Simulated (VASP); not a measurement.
# Sb (C2/c) in VASP: single point with revPBE

Aim: the single point of Sb with revPBE.

Program: VASP 6.6.1. These are calculated values, not measurements. Logs are shortened: lines on timing, memory, paths and dates and some standing lists are left out, and cuts for length are marked.

## Step 1: The cell of the first run

The typed cell holds 2 atoms: a = 4.587 Å, b = 4.587 Å, c = 4.610 Å, α = 97.10°, β = 97.10°, γ = 138.66°.

## Step 2: Single point, revPBE

Contents of INCAR:

```
SYSTEM = Sb
PREC = Accurate
ENCUT = 520
EDIFF = 1E-6
ISMEAR = -1
SIGMA = 0.1
LREAL = .False.
LASPH = .True.
NELM = 80
ALGO = Normal
ISIF = 2
LWAVE = .False.
LCHARG = .False.
GGA = RE
NBANDS = 12
```

Contents of KPOINTS:

```
regular mesh
0
Gamma
  18 18 12
  0 0 0
```

Contents of POSCAR:

```
Sb
1.0
   -3.0340248280      3.0354714252      1.6190500682
    3.0354714252     -3.0340248280      1.6190500682
    3.0528968496      3.0528968496     -1.6164006227
Sb
2
Direct
    0.9999841705      0.0000158295      1.0000000000
    0.7500158295      0.2499841705      0.5000000000
```

Potentials or basis: VASP PAW PBE potentials, release 64 (Sb).

Command:

```console
cat potpaw_PBE.64/Sb/POTCAR > POTCAR
mpirun -np 1 vasp_std > vasp.out
```

OUTCAR:

```text
SYSTEM = Sb
   PREC = Accurate
   ENCUT = 520
   EDIFF = 1E-6
   ISMEAR = -1
   LREAL = .False.
   LASPH = .True.
   NELM = 80
   ISIF = 2
   GGA = RE

 ion  position               nearest neighbor table
   1  1.000  0.000  0.000-   2 3.15   2 3.15   2 3.15   2 3.15
   2  0.750  0.250  0.500-   1 3.15   1 3.15   1 3.15   1 3.15

  LATTYP: Found a base centered monoclinic cell.
 ALAT       =     3.2381007827
 B/A-ratio  =     2.6508019652
 C/A-ratio  =     1.4237078396
 COS(beta)  =    -0.3500291247

  Lattice vectors:

 A1 = (  -3.0340248280,   3.0354714252,   1.6190500682)
 A2 = (   3.0354714252,  -3.0340248280,   1.6190500682)
 A3 = (   3.0528968496,   3.0528968496,  -1.6164006227)

Analysis of symmetry for initial positions (statically):
=====================================================================
 Subroutine PRICEL returns:
 Original cell was already a primitive cell.

 Routine SETGRP: Setting up the symmetry group for a
 base centered monoclinic supercell.

 Subroutine GETGRP returns: Found  4 space group operations
 (whereof  2 operations were pure point group operations)
 out of a pool of  4 trial point group operations.

The static configuration has the point symmetry C_2 .
 The point group associated with its full space group is C_2h.

Analysis of symmetry for dynamics (positions and initial velocities):
=====================================================================
 Subroutine PRICEL returns:
 Original cell was already a primitive cell.

 Routine SETGRP: Setting up the symmetry group for a
 base centered monoclinic supercell.

 Subroutine GETGRP returns: Found  4 space group operations
 (whereof  2 operations were pure point group operations)
 out of a pool of  4 trial point group operations.

The dynamic configuration has the point symmetry C_2 .
 The point group associated with its full space group is C_2h.

 Subroutine INISYM returns: Found  4 space group operations
 (whereof  2 operations are pure point group operations),
 and found     1 'primitive' translations

----------------------------------------------------------------------------------------

                                     Primitive cell

  volume of cell :      60.0147

  direct lattice vectors                    reciprocal lattice vectors
    -3.034024828  3.035471425  1.619050068    -0.000643063  0.164115256  0.308750032
     3.035471425 -3.034024828  1.619050068     0.164115256 -0.000643063  0.308750032
     3.052896850  3.052896850 -1.616400623     0.163740141  0.163740141 -0.000146299

  length of vectors
     4.587016084  4.587016084  4.610109470     0.349658138  0.349658138  0.231563574
[... 93 lines left out ...]
   NUPDOWN=      -1.0000    fix difference up-down
   EMIN   =  10.00;   EMAX   =-10.00  energy-range for DOS
   EFERMI =   0.00;   METHOD = LEGACY
   ISMEAR =    -1;   SIGMA  =   0.10  broadening in eV -4-tet -1-fermi 0-gaus
   EFERMI_NEDOS =   21; number of points for ismear=-14 and -15
   IALGO  =     38    algorithm
   IMIX   =      4    mixing-type and parameters
     AMIX     =   0.40;   BMIX     =  1.00
     AMIX_MAG =   1.60;   BMIX_MAG =  1.00
  volume/ion in A,a.u.               =      30.01       202.50
  Fermi-wavevector in a.u.,A,eV,Ry     =   0.900856  1.702372 11.041703  0.811542
  Thomas-Fermi vector in A             =   2.023866
   LORBIT       =      0    0 simple, 1 ext, 2 COOP (PROOUT), +10 PAW based schemes
   GGA     = RE    functional components
   LHFCALC =     F    Hartree Fock is set to
   AEXX    =    0.0000 exact exchange contribution
   IVDW    =     0    specifies the selected vdW correction
   LEPSILON=     F    determine dielectric tensor
   LRPA    =     F    only Hartree local field effects (RPA)
 non-spin polarized calculation
  energy-cutoff  :      520.00
  volume of cell :       60.01
 maximum number of plane-waves:      1639
 NGX is ok and might be reduce to    36
   NGX = 17   NGY = 17   NGZ = 17

 number of electron      10.0000000 magnetization

 Free energy of the ion-electron system (eV)
  ---------------------------------------------------
  ext. energy  EPLUGINS =         0.00000000
  ---------------------------------------------------
  free energy    TOTEN  =        -7.41703557 eV

  energy without entropy =       -7.38116622  energy(sigma->0) =       -7.39910089

 E-fermi :   7.2161     XC(G=0):  -9.6226

 val. band max:        7.2158693196   @ k =  -0.2778   0.2778   0.0833
 cond. band min:       7.2191064006   @ k =   0.5000   0.1667   0.3333
 fundamental gap:      0.0032370810
 Fermi energy:         7.2160970364

 k-point     1 :       0.0000    0.0000    0.0000
  band No.  band energies     occupation
      1      -5.0580      2.00000
      2       0.1998      2.00000
      3       3.8888      2.00000
      4       3.9613      2.00000
      5       9.5275      0.00000
      6      10.6775      0.00000
      7      10.7072      0.00000
      8      11.3978      0.00000
      9      11.5116      0.00000
     10      14.7467      0.00000
     11      15.4351      0.00000
     12      16.0875      0.00000
[... 331 lines left out ...]
 k-point    24 :      -0.2222    0.0556    0.0000
  band No.  band energies     occupation
      1      -4.4836      2.00000
      2      -0.1183      2.00000
      3       3.9431      2.00000
      4       5.2134      2.00000
      5       8.0795      0.00036
      6       8.8923      0.00000
      7       9.5341      0.00000
      8      10.4809      0.00000
      9      10.8425      0.00000
     10      14.2855      0.00000
     11      14.4656      0.00000
     12      15.8159      0.00000

 [... further k-points ...]

------------------------ aborting loop because EDIFF is reached ----------------------------------------

  FORCE on cell =-STRESS in cart. coord.  units (eV):
  Direction    XX          YY          ZZ          XY          YZ          ZX
  --------------------------------------------------------------------------------------
  -------------------------------------------------------------------------------------
  Total        0.0290161      0.0290161     -0.1283181     -0.0138602      0.0015366      0.0015366
  in kB        0.7746247      0.7746247     -3.4256310     -0.3700180      0.0410228      0.0410228
  external PRESSURE =      -0.6254606 kB  Pullay stress =       0.0000000 kB

 VOLUME and BASIS-vectors are now :
 -----------------------------------------------------------------------------
  energy-cutoff  :      520.00
  volume of cell :       60.01
      direct lattice vectors                 reciprocal lattice vectors
    -3.034024828  3.035471425  1.619050068    -0.000643063  0.164115256  0.308750032
     3.035471425 -3.034024828  1.619050068     0.164115256 -0.000643063  0.308750032
     3.052896850  3.052896850 -1.616400623     0.163740141  0.163740141 -0.000146299

 POSITION                                       TOTAL-FORCE (eV/Angst)
 -----------------------------------------------------------------------------------
     -3.03393      3.03538      1.61905         0.001210     -0.001210     -0.000000
      0.00970      3.04464      0.81085        -0.001210      0.001210      0.000000
 -----------------------------------------------------------------------------------
    total drift:                               -0.000000     -0.000000      0.000000

  FREE ENERGIE OF THE ION-ELECTRON SYSTEM (eV)
  ---------------------------------------------------
  free  energy   TOTEN  =        -7.4170355709 eV

  energy  without entropy=       -7.3811662158  energy(sigma->0) =       -7.39910089
```

OSZICAR:

```text
N       E                     dE             d eps       ncg     rms          rms(c)
DAV:   1     0.278520364649E+02    0.27852E+02   -0.34168E+03 24888   0.632E+02
DAV:   2    -0.593309124753E+01   -0.33785E+02   -0.32549E+02 33212   0.102E+02
DAV:   3    -0.739838253367E+01   -0.14653E+01   -0.14494E+01 30776   0.221E+01
DAV:   4    -0.741029404898E+01   -0.11912E-01   -0.11905E-01 28336   0.245E+00
DAV:   5    -0.741041904976E+01   -0.12500E-03   -0.12500E-03 30292   0.279E-01    0.254E+00
DAV:   6    -0.741433568745E+01   -0.39166E-02   -0.22999E-03 28388   0.313E-01    0.149E+00
DAV:   7    -0.741692872807E+01   -0.25930E-02   -0.51960E-03 28252   0.466E-01    0.936E-02
DAV:   8    -0.741703100607E+01   -0.10228E-03   -0.14732E-04 30756   0.860E-02    0.105E-02
DAV:   9    -0.741703550333E+01   -0.44973E-05   -0.49782E-06 29532   0.152E-02    0.232E-03
DAV:  10    -0.741703557085E+01   -0.67529E-07   -0.41122E-07 21448   0.400E-03
   1 F= -.74170356E+01 E0= -.73991009E+01  d E =-.358694E-01
```

It took 4.8 min on 1 thread of Intel Xeon 6975P-C (Granite Rapids), shared host; peak memory 0.71 GiB.

What came out:

```
Free energy            : -7.4170 eV
Pressure               : -0.1 GPa
Band gap on the k mesh : zero (bands 5 and 6 overlap by 5.47 eV)
```

Stress tensor (GPa, compression positive):
```
 0.08 -0.04  0.00
-0.04  0.08  0.00
 0.00  0.00 -0.34
```

Caveat: the PAW data sets were made with another functional, which shifts forces and pressure a little; spin-orbit coupling is left out, which moves the levels of the heavy elements.
